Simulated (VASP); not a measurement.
# Pt (Fm-3m) in VASP: further runs

The runs below take Pt through single point, with PBEsol.

Program: VASP 6.6.1. These are calculated values, not measurements. Logs are shortened: lines on timing, memory, paths and dates and some standing lists are left out, and cuts for length are marked.

**1. The cell of the first run**

Symmetry: Fm-3m, No. 225, cubic system. The conventional cell has a = 3.922 Å, b = 3.922 Å, c = 3.922 Å, α = 90.00°, β = 90.00°, γ = 90.00°. Within 3.7 Å of Pt (site symmetry m-3m) lie 12 Pt at 2.77 Å.

**2. Single point, PBEsol**

File INCAR:

```
ALGO = Normal
EDIFF = 1E-6
ENCUT = 500
GGA = PS
GGA_COMPAT = False
ISIF = 2
ISMEAR = -1
LASPH = True
LCHARG = False
LREAL = False
LWAVE = False
NBANDS = 11
NELM = 120
PREC = Accurate
SIGMA = 0.05
```

File KPOINTS:

```
k-points
0
Gamma
  9 9 9
```

File POSCAR:

```
Pt
1.0
    0.0000000000      1.9609000000      1.9609000000
    1.9609000000      0.0000000000      1.9609000000
    1.9609000000      1.9609000000      0.0000000000
Pt
1
Direct
    0.0000000000      0.0000000000      0.0000000000
```

Potentials or basis: VASP PAW PBE potentials, release 64 (Pt).

Started as:

```bash
$ cat potpaw_PBE.64/Pt/POTCAR > POTCAR
$ mpirun -np 1 vasp_std > vasp.out
```

OUTCAR:

```text
EDIFF = 1E-6
   ENCUT = 500
   GGA = PS
   ISIF = 2
   ISMEAR = -1
   LASPH = True
   LREAL = False
   NELM = 120
   PREC = Accurate

 ion  position               nearest neighbor table
   1  0.000  0.000  0.000-

  LATTYP: Found a face centered cubic cell.
 ALAT       =     3.9218000000

  Lattice vectors:

 A1 = (   0.0000000000,   1.9609000000,   1.9609000000)
 A2 = (   1.9609000000,   0.0000000000,   1.9609000000)
 A3 = (   1.9609000000,   1.9609000000,   0.0000000000)

Analysis of symmetry for initial positions (statically):
=====================================================================
 Subroutine PRICEL returns:
 Original cell was already a primitive cell.

 Routine SETGRP: Setting up the symmetry group for a
 face centered cubic supercell.

 Subroutine GETGRP returns: Found 48 space group operations
 (whereof 48 operations were pure point group operations)
 out of a pool of 48 trial point group operations.

The static configuration has the point symmetry O_h .

Analysis of symmetry for dynamics (positions and initial velocities):
=====================================================================
 Subroutine PRICEL returns:
 Original cell was already a primitive cell.

 Routine SETGRP: Setting up the symmetry group for a
 face centered cubic supercell.

 Subroutine GETGRP returns: Found 48 space group operations
 (whereof 48 operations were pure point group operations)
 out of a pool of 48 trial point group operations.

The dynamic configuration has the point symmetry O_h .

 Subroutine INISYM returns: Found 48 space group operations
 (whereof 48 operations are pure point group operations),
 and found     1 'primitive' translations

----------------------------------------------------------------------------------------

                                     Primitive cell

  volume of cell :      15.0798

  direct lattice vectors                    reciprocal lattice vectors
     0.000000000  1.960900000  1.960900000    -0.254984956  0.254984956  0.254984956
     1.960900000  0.000000000  1.960900000     0.254984956 -0.254984956  0.254984956
     1.960900000  1.960900000  0.000000000     0.254984956  0.254984956 -0.254984956

  length of vectors
     2.773131374  2.773131374  2.773131374     0.441646899  0.441646899  0.441646899

  position of ions in fractional coordinates (direct lattice)
     0.000000000  0.000000000  0.000000000

  ion indices of the primitive-cell ions
   primitive index   ion index
                 1           1

----------------------------------------------------------------------------------------

 KPOINTS: k-points

Automatic generation of k-mesh.
 Grid dimensions read from file:
 generate k-points for:    9    9    9

 Generating k-lattice:

  Cartesian coordinates                     Fractional coordinates (reciprocal lattice)
    -0.028331662  0.028331662  0.028331662     0.111111111  0.000000000  0.000000000
     0.028331662 -0.028331662  0.028331662     0.000000000  0.111111111  0.000000000
     0.028331662  0.028331662 -0.028331662     0.000000000  0.000000000  0.111111111

  Length of vectors
     0.049071878  0.049071878  0.049071878

  Shift w.r.t. Gamma in fractional coordinates (k-lattice)
     0.000000000  0.000000000  0.000000000

 Subroutine IBZKPT returns following result:
 ===========================================

 Found     35 irreducible k-points:

 Following reciprocal coordinates:
            Coordinates               Weight
  0.000000  0.000000  0.000000      1.000000
  0.111111  0.000000  0.000000      8.000000
  0.222222  0.000000  0.000000      8.000000
  0.333333  0.000000  0.000000      8.000000
  0.444444  0.000000  0.000000      8.000000
  0.111111  0.111111  0.000000      6.000000
[... 16 lines left out ...]
 -0.333333  0.333333  0.000000     12.000000
  0.444444  0.444444  0.000000      6.000000
 [... further k-points ...]
   k-points           NKPTS =     35   k-points in BZ     NKDIM =     35   number of bands    NBANDS=     11
   number of dos      NEDOS =    301   number of ions     NIONS =      1
   total plane-waves  NPLWV =   8000
   dimension x,y,z NGX =    20 NGY =   20 NGZ =   20
   dimension x,y,z NGXF=    40 NGYF=   40 NGZF=   40
   ions per type =               1
   NGX,Y,Z   is equivalent  to a cutoff of  11.99, 11.99, 11.99 a.u.
   NGXF,Y,Z  is equivalent  to a cutoff of  23.98, 23.98, 23.98 a.u.
 SYSTEM =  unknown system
   PREC   = accura    normal or accurate (medium, high low for compatibility)
   ISTART =      0    job   : 0-new  1-cont  2-samecut
   ICHARG =      2    charge: 1-file 2-atom 10-const
   ISPIN  =      1    spin polarized calculation?
   LNONCOLLINEAR =      F non collinear calculations
   LSORBIT =      F    spin-orbit coupling
   LASPH  =      T    aspherical Exc in radial PAW
   ENCUT  =  500.0 eV  36.75 Ry    6.06 a.u.   5.06  5.06  5.06*2*pi/ulx,y,z
   NELM   =    120;   NELMIN=  2; NELMDL= -5     # of ELM steps
   EDIFF  = 0.1E-05   stopping-criterion for ELM
   LREAL  =      F    real-space projection
   EDIFFG = 0.1E-04   stopping-criterion for IOM
   NSW    =      0    number of steps for IOM
   IBRION =     -1    ionic relax: 0-MD 1-quasi-New 2-CG
   NFREE  =      0    steps in history (QN), initial steepest desc. (CG)
   ISIF   =      2    stress and relaxation
   ISYM   =      2    0-nonsym 1-usesym 2-fastsym
   POTIM  = 0.5000    time-step for ionic-motion
   TEBEG  =    0.0;   TEEND  =   0.0 temperature during run
   PSTRESS=    0.0 pullay stress
   NELECT =      10.0000    total number of electrons
   NUPDOWN=      -1.0000    fix difference up-down
   EMIN   =  10.00;   EMAX   =-10.00  energy-range for DOS
   EFERMI =   0.00;   METHOD = LEGACY
   ISMEAR =    -1;   SIGMA  =   0.05  broadening in eV -4-tet -1-fermi 0-gaus
   EFERMI_NEDOS =   21; number of points for ismear=-14 and -15
   IALGO  =     38    algorithm
   IMIX   =      4    mixing-type and parameters
     AMIX     =   0.40;   BMIX     =  1.00
     AMIX_MAG =   1.60;   BMIX_MAG =  1.00
  volume/ion in A,a.u.               =      15.08       101.76
  Fermi-wavevector in a.u.,A,eV,Ry     =   1.427609  2.697791 27.729605  2.038068
  Thomas-Fermi vector in A             =   2.547760
   LORBIT       =      0    0 simple, 1 ext, 2 COOP (PROOUT), +10 PAW based schemes
   GGA     = PS    functional components
   LHFCALC =     F    Hartree Fock is set to
   AEXX    =    0.0000 exact exchange contribution
   IVDW    =     0    specifies the selected vdW correction
   LEPSILON=     F    determine dielectric tensor
   LRPA    =     F    only Hartree local field effects (RPA)
 non-spin polarized calculation
  energy-cutoff  :      500.00
  volume of cell :       15.08
 maximum number of plane-waves:       390
   NGX = 11   NGY = 11   NGZ = 11

 number of electron      10.0000001 magnetization

 Free energy of the ion-electron system (eV)
  ---------------------------------------------------
  ext. energy  EPLUGINS =         0.00000000
  ---------------------------------------------------
  free energy    TOTEN  =        -6.99889666 eV

  energy without entropy =       -6.98727804  energy(sigma->0) =       -6.99308735

 E-fermi :  11.1212     XC(G=0): -13.6275

 val. band max:       11.0672195240   @ k =   0.4444   0.4444   0.0000
 cond. band min:      11.1285129192   @ k =   0.4444   0.1111   0.0000
 fundamental gap:      0.0612933951
 Fermi energy:        11.1212064708

 k-point     1 :       0.0000    0.0000    0.0000
  band No.  band energies     occupation
      1       0.8004      2.00000
      2       7.2954      2.00000
      3       7.2954      2.00000
      4       7.2954      2.00000
      5       9.4773      2.00000
      6       9.4773      2.00000
      7      25.7190      0.00000
      8      30.6803      0.00000
      9      30.6803      0.00000
     10      30.6803      0.00000
     11      35.9777      0.00000

 k-point     2 :       0.1111    0.0000    0.0000
  band No.  band energies     occupation
      1       1.2875      2.00000
      2       7.0931      2.00000
      3       7.4765      2.00000
      4       7.4765      2.00000
      5       9.3876      2.00000
      6       9.3876      2.00000
      7      26.4467      0.00000
      8      28.5970      0.00000
      9      31.4296      0.00000
     10      31.4296      0.00000
     11      37.5487      0.00000

 k-point     3 :       0.2222    0.0000    0.0000
  band No.  band energies     occupation
      1       2.5227      2.00000
      2       6.8683      2.00000
      3       7.6903      2.00000
      4       7.6903      2.00000
      5       9.5058      2.00000
      6       9.5058      2.00000
      7      25.2708      0.00000
      8      27.5247      0.00000
      9      33.3201      0.00000
     10      33.3201      0.00000
     11      34.7080      0.00000

 k-point     4 :       0.3333    0.0000    0.0000
  band No.  band energies     occupation
      1       3.5417      2.00000
      2       7.4983      2.00000
      3       7.4983      2.00000
      4       7.7692      2.00000
      5      10.2766      2.00000
      6      10.2766      2.00000
      7      21.3740      0.00000
      8      26.4855      0.00000
      9      32.4393      0.00000
     10      32.4393      0.00000
     11      36.1300      0.00000
[... 239 lines left out ...]
 k-point    22 :      -0.4444    0.3333    0.0000
  band No.  band energies     occupation
      1       4.7134      2.00000
      2       5.4513      2.00000
      3       8.3252      2.00000
      4       9.7426      2.00000
      5      11.1833      0.44847
      6      15.9643      0.00000
      7      17.7942      0.00000
      8      22.4831      0.00000
      9      25.3283      0.00000
     10      31.1435      0.00000
     11      36.8808      0.00000

 k-point    23 :      -0.3333    0.3333    0.0000
  band No.  band energies     occupation
      1       5.2092      2.00000
      2       6.1857      2.00000
      3       7.3701      2.00000
      4       9.2126      2.00000
      5      10.4603      2.00000
      6      15.3843      0.00000
      7      19.8421      0.00000
      8      20.7762      0.00000
      9      27.7790      0.00000
     10      29.9864      0.00000
     11      37.6674      0.00000

 k-point    24 :       0.4444    0.4444    0.0000
  band No.  band energies     occupation
      1       4.0542      2.00000
      2       4.5200      2.00000
      3      11.0672      1.49289
      4      11.3746      0.01252
      5      11.3746      0.01252
      6      11.9936      0.00000
      7      20.9991      0.00000
      8      22.8320      0.00000
      9      22.8320      0.00000
     10      30.9932      0.00000
     11      34.2433      0.00000

 [... further k-points ...]
[... 5 lines left out ...]
  --------------------------------------------------------------------------------------
  -------------------------------------------------------------------------------------
  Total       -0.1469853     -0.1469853     -0.1469853      0.0000000      0.0000000      0.0000000
  in kB      -15.6166620    -15.6166620    -15.6166620      0.0000000      0.0000000      0.0000000
  external PRESSURE =     -15.6166620 kB  Pullay stress =       0.0000000 kB

 VOLUME and BASIS-vectors are now :
 -----------------------------------------------------------------------------
  energy-cutoff  :      500.00
  volume of cell :       15.08
      direct lattice vectors                 reciprocal lattice vectors
     0.000000000  1.960900000  1.960900000    -0.254984956  0.254984956  0.254984956
     1.960900000  0.000000000  1.960900000     0.254984956 -0.254984956  0.254984956
     1.960900000  1.960900000  0.000000000     0.254984956  0.254984956 -0.254984956

 POSITION                                       TOTAL-FORCE (eV/Angst)
 -----------------------------------------------------------------------------------
      0.00000      0.00000      0.00000        -0.000000     -0.000000     -0.000000
 -----------------------------------------------------------------------------------
    total drift:                                0.000000     -0.000000      0.000000

  FREE ENERGIE OF THE ION-ELECTRON SYSTEM (eV)
  ---------------------------------------------------
  free  energy   TOTEN  =        -6.9988966600 eV

  energy  without entropy=       -6.9872780353  energy(sigma->0) =       -6.99308735
```

Wall time 15 s (1 thread of Intel Xeon 8259CL, shared host); peak memory 0.13 GiB.

What came out:

```yaml
Free_energy: -6.9989 eV
Pressure: -1.6 GPa
Band_gap_on_the_k_mesh: zero (band 5 reaches 11.46 eV, above the bottom of band 6 at 9.39 eV)
```

Levels at points of the mesh, in eV from the Fermi level:
```tsv
k point	band 2	band 3	band 4	band 5	band 6	band 7	band 8	band 9
(0.00, 0.00, 0.00)	-3.83	-3.83	-3.83	-1.64	-1.64	14.60	19.56	19.56
```

Caveat: the PAW data sets were made with another functional, which shifts forces and pressure a little; spin-orbit coupling is left out, which moves the levels of the heavy elements.

**3. Single point, PBEsol**

This run uses another cell than the first one, of 13.83 Å³/atom, 0.917 times its volume.

File INCAR:

```
SYSTEM = Pt
  PREC = Accurate
  ENCUT = 520
  EDIFF = 1E-6
  ISMEAR = -1
  SIGMA = 0.05
  LREAL = .FALSE.
  LASPH = .TRUE.
  NELM = 100
  ALGO = Normal
  ISIF = 2
  LWAVE = .FALSE.
  LCHARG = .FALSE.
  GGA = PS
  NBANDS = 11
```

File KPOINTS:

```
Automatic mesh
0
G
  12 12 12
  0 0 0
```

File POSCAR:

```
Pt
1.0
    0.0000000000      1.9053589769      1.9053589769
    1.9053589769      0.0000000000      1.9053589769
    1.9053589769      1.9053589769      0.0000000000
Pt
1
Direct
    0.0000000000      0.0000000000      0.0000000000
```

Potentials or basis: VASP PAW PBE potentials, release 64 (Pt).

Started as:

```bash
$ cat potpaw_PBE.64/Pt/POTCAR > POTCAR
$ mpirun -np 1 vasp_std > vasp.out
```

OUTCAR:

```text
SYSTEM = Pt
   PREC = Accurate
   ENCUT = 520
   EDIFF = 1E-6
   ISMEAR = -1
   LREAL = .FALSE.
   LASPH = .TRUE.
   NELM = 100
   ISIF = 2
   GGA = PS

 ion  position               nearest neighbor table
   1  0.000  0.000  0.000-

  LATTYP: Found a face centered cubic cell.
 ALAT       =     3.8107179538

  Lattice vectors:

 A1 = (   0.0000000000,   1.9053589769,   1.9053589769)
 A2 = (   1.9053589769,   0.0000000000,   1.9053589769)
 A3 = (   1.9053589769,   1.9053589769,   0.0000000000)

Analysis of symmetry for initial positions (statically):
[... 506 lines left out ...]
      6      16.0335      0.00000
      7      19.4394      0.00000
      8      27.9832      0.00000
      9      30.1959      0.00000
     10      32.1378      0.00000
     11      40.6460      0.00000

 [... further k-points ...]
[... 5 lines left out ...]
  --------------------------------------------------------------------------------------
  -------------------------------------------------------------------------------------
  Total        2.5645875      2.5645875      2.5645875     -0.0000000     -0.0000000      0.0000000
  in kB      297.0076812    297.0076812    297.0076812     -0.0000000     -0.0000000      0.0000000
  external PRESSURE =     297.0076812 kB  Pullay stress =       0.0000000 kB

 VOLUME and BASIS-vectors are now :
 -----------------------------------------------------------------------------
  energy-cutoff  :      520.00
  volume of cell :       13.83
      direct lattice vectors                 reciprocal lattice vectors
     0.000000000  1.905358977  1.905358977    -0.262417742  0.262417742  0.262417742
     1.905358977  0.000000000  1.905358977     0.262417742 -0.262417742  0.262417742
     1.905358977  1.905358977  0.000000000     0.262417742  0.262417742 -0.262417742

 POSITION                                       TOTAL-FORCE (eV/Angst)
 -----------------------------------------------------------------------------------
      0.00000      0.00000      0.00000        -0.000000     -0.000000      0.000000
 -----------------------------------------------------------------------------------
    total drift:                                0.000000      0.000000      0.000000

  FREE ENERGIE OF THE ION-ELECTRON SYSTEM (eV)
  ---------------------------------------------------
  free  energy   TOTEN  =        -6.8709159651 eV

  energy  without entropy=       -6.8565436374  energy(sigma->0) =       -6.86372980
```

stdout:

```text
POSCAR found type information on POSCAR Pt
 POSCAR found :  1 types and       1 ions
 scaLAPACK will be used
 -----------------------------------------------------------------------------
|                                                                             |
|                                                                             |
|     You enforced a specific xc type in the INCAR file but a different       |
|     I HOPE YOU KNOW WHAT YOU ARE DOING!                                     |
|                                                                             |
 -----------------------------------------------------------------------------

 LDA part: xc-table for (Slater+PW92), standard interpolation
 POSCAR, INCAR and KPOINTS ok, starting setup
 FFT: planning ... GRIDC
 FFT: planning ... GRID_SOFT
 FFT: planning ... GRID
 WAVECAR not read
 entering main loop
```

Run time: 16 s. Hardware: 1 thread of Intel Xeon 8259CL, shared host; peak memory 0.13 GiB.

What came out:

| Property | Result |
| --- | --- |
| Free energy | -6.8709 eV |
| Pressure | 29.7 GPa |
| Band gap on the k mesh | zero (band 5 reaches 13.45 eV, above the bottom of band 6 at 10.84 eV) |

Levels at points of the mesh, in eV from the Fermi level:
```tsv
k point	band 1	band 2	band 3	band 4	band 5	band 6	band 7	band 8	band 9	band 10
(0.00, 0.00, 0.00)	-11.34	-4.40	-4.40	-4.40	-1.89	-1.89	14.30	19.76	19.76	19.76
(0.50, 0.00, 0.00)	-8.36	-4.48	-4.48	-0.94	0.05	0.05	6.49	13.89	19.49	19.49
(0.50, 0.50, 0.00)	-8.16	-7.64	0.02	0.57	0.57	1.52	9.80	11.58	11.58	21.15
```

Caveat: the PAW data sets were made with another functional, which shifts forces and pressure a little; spin-orbit coupling is left out, which moves the levels of the heavy elements.
